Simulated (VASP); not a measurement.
# BAs (F-43m) in VASP: further runs

Runs on BAs. Level: PBE. Tasks: single point, relaxation of cell and atoms.

Everything below comes from runs of VASP 6.6.1. Logs are shortened: lines on timing, memory, paths and dates and some standing lists are left out, and cuts for length are marked.

### 1 The cell of the first run

Symmetry: F-43m, No. 216, cubic system. The conventional cell has a = 4.622 Å, b = 4.622 Å, c = 4.622 Å, α = 90.00°, β = 90.00°, γ = 90.00°. Within 2.7 Å of B (site symmetry -43m) lie 4 As at 2.00 Å. Within 2.7 Å of As (site symmetry -43m) lie 4 B at 2.00 Å.

### 2 Single point, PBE

Input file INCAR:

```
SYSTEM = BAs
  PREC = Accurate
  ENCUT = 520
  EDIFF = 1E-6
  ISMEAR = 0
  SIGMA = 0.01
  LREAL = .False.
  LASPH = .True.
  NELM = 60
  ALGO = Normal
  ISIF = 2
  LWAVE = .False.
  LCHARG = .False.
  GGA = PE
  NBANDS = 11
```

Input file KPOINTS:

```
Automatic mesh
0
Gamma
  10 10 10
  0 0 0
```

Input file POSCAR:

```
BAs
1.0
    0.0000000000      2.3109166251      2.3109166251
    2.3109166251      0.0000000000      2.3109166251
    2.3109166251      2.3109166251      0.0000000000
B As
1 1
Direct
    0.0000000000      0.0000000000      0.0000000000
    0.7500000000      0.7500000000      0.7500000000
```

Potentials or basis: VASP PAW PBE potentials, release 64 (B, As).

Started as:

```sh
> cat potpaw_PBE.64/B/POTCAR potpaw_PBE.64/As/POTCAR > POTCAR
> mpirun -np 1 vasp_std > vasp.out
```

OUTCAR:

```text
SYSTEM = BAs
   PREC = Accurate
   ENCUT = 520
   EDIFF = 1E-6
   ISMEAR = 0
   LREAL = .False.
   LASPH = .True.
   NELM = 60
   ISIF = 2
   GGA = PE

 ion  position               nearest neighbor table
   1  0.000  0.000  0.000-   2 2.00   2 2.00   2 2.00   2 2.00
   2  0.750  0.750  0.750-   1 2.00   1 2.00   1 2.00   1 2.00

  LATTYP: Found a face centered cubic cell.
 ALAT       =     4.6218332502

  Lattice vectors:

 A1 = (   0.0000000000,   2.3109166251,   2.3109166251)
 A2 = (   2.3109166251,   0.0000000000,   2.3109166251)
 A3 = (   2.3109166251,   2.3109166251,   0.0000000000)

Analysis of symmetry for initial positions (statically):
=====================================================================
 Subroutine PRICEL returns:
 Original cell was already a primitive cell.

 Routine SETGRP: Setting up the symmetry group for a
 face centered cubic supercell.

 Subroutine GETGRP returns: Found 24 space group operations
 (whereof 24 operations were pure point group operations)
 out of a pool of 48 trial point group operations.

The static configuration has the point symmetry T_d .

Analysis of symmetry for dynamics (positions and initial velocities):
=====================================================================
 Subroutine PRICEL returns:
 Original cell was already a primitive cell.

 Routine SETGRP: Setting up the symmetry group for a
 face centered cubic supercell.

 Subroutine GETGRP returns: Found 24 space group operations
 (whereof 24 operations were pure point group operations)
 out of a pool of 48 trial point group operations.

The dynamic configuration has the point symmetry T_d .

 Subroutine INISYM returns: Found 24 space group operations
 (whereof 24 operations are pure point group operations),
 and found     1 'primitive' translations

----------------------------------------------------------------------------------------

                                     Primitive cell

  volume of cell :      24.6821

  direct lattice vectors                    reciprocal lattice vectors
     0.000000000  2.310916625  2.310916625    -0.216364361  0.216364361  0.216364361
     2.310916625  0.000000000  2.310916625     0.216364361 -0.216364361  0.216364361
     2.310916625  2.310916625  0.000000000     0.216364361  0.216364361 -0.216364361

  length of vectors
     3.268129633  3.268129633  3.268129633     0.374754067  0.374754067  0.374754067

  position of ions in fractional coordinates (direct lattice)
     0.000000000  0.000000000  0.000000000
     0.750000000  0.750000000  0.750000000

  ion indices of the primitive-cell ions
   primitive index   ion index
                 1           1
                 2           2

----------------------------------------------------------------------------------------

 KPOINTS: Automatic mesh

Automatic generation of k-mesh.
 Grid dimensions read from file:
 generate k-points for:   10   10   10

 Generating k-lattice:

  Cartesian coordinates                     Fractional coordinates (reciprocal lattice)
    -0.021636436  0.021636436  0.021636436     0.100000000  0.000000000  0.000000000
     0.021636436 -0.021636436  0.021636436     0.000000000  0.100000000  0.000000000
     0.021636436  0.021636436 -0.021636436     0.000000000  0.000000000  0.100000000

  Length of vectors
     0.037475407  0.037475407  0.037475407

  Shift w.r.t. Gamma in fractional coordinates (k-lattice)
     0.000000000  0.000000000  0.000000000

 Subroutine IBZKPT returns following result:
 ===========================================

 Found     47 irreducible k-points:

 Following reciprocal coordinates:
            Coordinates               Weight
  0.000000  0.000000  0.000000      1.000000
  0.100000  0.000000  0.000000      8.000000
  0.200000  0.000000  0.000000      8.000000
  0.300000  0.000000  0.000000      8.000000
  0.400000  0.000000  0.000000      8.000000
  0.500000  0.000000  0.000000      4.000000
[... 16 lines left out ...]
  0.300000  0.300000  0.000000      6.000000
  0.400000  0.300000  0.000000     24.000000
 [... further k-points ...]
   k-points           NKPTS =     47   k-points in BZ     NKDIM =     47   number of bands    NBANDS=     11
   number of dos      NEDOS =    301   number of ions     NIONS =      2
   total plane-waves  NPLWV =  13824
   dimension x,y,z NGX =    24 NGY =   24 NGZ =   24
   dimension x,y,z NGXF=    48 NGYF=   48 NGZF=   48
   ions per type =               1   1
   NGX,Y,Z   is equivalent  to a cutoff of  12.21, 12.21, 12.21 a.u.
   NGXF,Y,Z  is equivalent  to a cutoff of  24.42, 24.42, 24.42 a.u.
 SYSTEM =  BAs
   PREC   = accura    normal or accurate (medium, high low for compatibility)
   ISTART =      0    job   : 0-new  1-cont  2-samecut
   ICHARG =      2    charge: 1-file 2-atom 10-const
   ISPIN  =      1    spin polarized calculation?
   LNONCOLLINEAR =      F non collinear calculations
   LSORBIT =      F    spin-orbit coupling
   LASPH  =      T    aspherical Exc in radial PAW
   ENCUT  =  520.0 eV  38.22 Ry    6.18 a.u.   6.08  6.08  6.08*2*pi/ulx,y,z
   NELM   =     60;   NELMIN=  2; NELMDL= -5     # of ELM steps
   EDIFF  = 0.1E-05   stopping-criterion for ELM
   LREAL  =      F    real-space projection
   EDIFFG = 0.1E-04   stopping-criterion for IOM
   NSW    =      0    number of steps for IOM
   IBRION =     -1    ionic relax: 0-MD 1-quasi-New 2-CG
   NFREE  =      0    steps in history (QN), initial steepest desc. (CG)
   ISIF   =      2    stress and relaxation
   ISYM   =      2    0-nonsym 1-usesym 2-fastsym
   POTIM  = 0.5000    time-step for ionic-motion
   TEBEG  =    0.0;   TEEND  =   0.0 temperature during run
   PSTRESS=    0.0 pullay stress
   NELECT =       8.0000    total number of electrons
   NUPDOWN=      -1.0000    fix difference up-down
   EMIN   =  10.00;   EMAX   =-10.00  energy-range for DOS
   EFERMI =   0.00;   METHOD = LEGACY
   ISMEAR =     0;   SIGMA  =   0.01  broadening in eV -4-tet -1-fermi 0-gaus
   EFERMI_NEDOS =   21; number of points for ismear=-14 and -15
   IALGO  =     38    algorithm
   IMIX   =      4    mixing-type and parameters
     AMIX     =   0.40;   BMIX     =  1.00
     AMIX_MAG =   1.60;   BMIX_MAG =  1.00
  volume/ion in A,a.u.               =      12.34        83.28
  Fermi-wavevector in a.u.,A,eV,Ry     =   1.124546  2.125084 17.205977  1.264604
  Thomas-Fermi vector in A             =   2.261218
   LORBIT       =      0    0 simple, 1 ext, 2 COOP (PROOUT), +10 PAW based schemes
   GGA     = PE    functional components
   LHFCALC =     F    Hartree Fock is set to
   AEXX    =    0.0000 exact exchange contribution
   IVDW    =     0    specifies the selected vdW correction
   LEPSILON=     F    determine dielectric tensor
   LRPA    =     F    only Hartree local field effects (RPA)
 non-spin polarized calculation
 Gauss-broadening in eV      SIGMA  =   0.01
  energy-cutoff  :      520.00
  volume of cell :       24.68
 maximum number of plane-waves:       678
   NGX = 13   NGY = 13   NGZ = 13

 number of electron       7.9999999 magnetization

 Free energy of the ion-electron system (eV)
  ---------------------------------------------------
  ext. energy  EPLUGINS =         0.00000000
  ---------------------------------------------------
  free energy    TOTEN  =       -11.22054687 eV

  energy without entropy =      -11.22054687  energy(sigma->0) =      -11.22054687

 E-fermi :   7.4220     XC(G=0): -11.0186

 val. band max:        7.2665451118   @ k =   0.0000   0.0000   0.0000
 cond. band min:       8.3347880664   @ k =   0.4000   0.4000   0.0000
 fundamental gap:      1.0682429547
 Fermi energy:         7.4219870227

 k-point     1 :       0.0000    0.0000    0.0000
  band No.  band energies     occupation
      1      -9.0798      2.00000
      2       7.2665      2.00000
      3       7.2665      2.00000
      4       7.2665      2.00000
      5      10.6761      0.00000
      6      10.6761      0.00000
      7      10.6761      0.00000
      8      13.2449      0.00000
      9      17.3665      0.00000
     10      20.6311      0.00000
     11      20.6311      0.00000

 k-point     2 :       0.1000    0.0000    0.0000
  band No.  band energies     occupation
      1      -8.9003      2.00000
      2       5.8005      2.00000
      3       6.9291      2.00000
      4       6.9291      2.00000
      5      11.0003      0.00000
      6      11.1172      0.00000
      7      11.1172      0.00000
      8      13.9218      0.00000
      9      18.0925      0.00000
     10      19.4315      0.00000
     11      19.4315      0.00000

 k-point     3 :       0.2000    0.0000    0.0000
  band No.  band energies     occupation
      1      -8.3690      2.00000
      2       3.2671      2.00000
      3       6.2965      2.00000
      4       6.2965      2.00000
      5      10.9630      0.00000
      6      11.8865      0.00000
      7      11.8865      0.00000
      8      15.2725      0.00000
      9      18.6632      0.00000
     10      18.6632      0.00000
     11      19.0952      0.00000

 k-point     4 :       0.3000    0.0000    0.0000
  band No.  band energies     occupation
      1      -7.5184      2.00000
      2       0.7813      2.00000
      3       5.7434      2.00000
      4       5.7434      2.00000
      5      10.7636      0.00000
      6      12.2595      0.00000
      7      12.2595      0.00000
      8      16.2182      0.00000
      9      19.2126      0.00000
     10      19.2126      0.00000
     11      19.2693      0.00000
[... 239 lines left out ...]
 k-point    22 :      -0.2000    0.2000    0.0000
  band No.  band energies     occupation
      1      -7.2286      2.00000
      2       1.5174      2.00000
      3       2.7598      2.00000
      4       5.8501      2.00000
      5      11.5520      0.00000
      6      12.6539      0.00000
      7      13.6878      0.00000
      8      14.7995      0.00000
      9      17.2939      0.00000
     10      20.5629      0.00000
     11      22.5446      0.00000

 k-point    23 :       0.3000    0.3000    0.0000
  band No.  band energies     occupation
      1      -6.9740      2.00000
      2       1.9126      2.00000
      3       3.7308      2.00000
      4       3.7308      2.00000
      5       8.5921      0.00000
      6      10.9432      0.00000
      7      16.3677      0.00000
      8      16.3677      0.00000
      9      19.2024      0.00000
     10      22.9049      0.00000
     11      23.5715      0.00000

 k-point    24 :       0.4000    0.3000    0.0000
  band No.  band energies     occupation
      1      -6.1597      2.00000
      2       0.5327      2.00000
      3       2.8631      2.00000
      4       3.4069      2.00000
      5       8.9057      0.00000
      6      10.6741      0.00000
      7      16.8392      0.00000
      8      16.9997      0.00000
      9      20.2117      0.00000
     10      23.8059      0.00000
     11      24.4151      0.00000

 [... further k-points ...]
[... 5 lines left out ...]
  --------------------------------------------------------------------------------------
  -------------------------------------------------------------------------------------
  Total        3.2434114      3.2434114      3.2434114      0.0000000     -0.0000000     -0.0000000
  in kB      210.5376590    210.5376590    210.5376590      0.0000000     -0.0000000     -0.0000000
  external PRESSURE =     210.5376590 kB  Pullay stress =       0.0000000 kB

 VOLUME and BASIS-vectors are now :
 -----------------------------------------------------------------------------
  energy-cutoff  :      520.00
  volume of cell :       24.68
      direct lattice vectors                 reciprocal lattice vectors
     0.000000000  2.310916625  2.310916625    -0.216364361  0.216364361  0.216364361
     2.310916625  0.000000000  2.310916625     0.216364361 -0.216364361  0.216364361
     2.310916625  2.310916625  0.000000000     0.216364361  0.216364361 -0.216364361

 POSITION                                       TOTAL-FORCE (eV/Angst)
 -----------------------------------------------------------------------------------
      0.00000      0.00000      0.00000         0.000000      0.000000      0.000000
      3.46637      3.46637      3.46637        -0.000000     -0.000000     -0.000000
 -----------------------------------------------------------------------------------
    total drift:                               -0.000000     -0.000000     -0.000000

  FREE ENERGIE OF THE ION-ELECTRON SYSTEM (eV)
  ---------------------------------------------------
  free  energy   TOTEN  =       -11.2205468660 eV

  energy  without entropy=      -11.2205468660  energy(sigma->0) =      -11.22054687
```

Run time: 21 s. Hardware: 1 thread of AMD EPYC 7R13, shared host; peak memory 0.11 GiB.

What came out:

* Free energy: -11.2205 eV
* Pressure: 21.1 GPa
* Band gap on the k mesh: 1.07 eV, indirect (least direct gap 3.41 eV)

A k mesh can miss the band edges. PBE gaps usually lie below the measured ones, often by a third to a half.

(Part 1 of 2 ends here.)
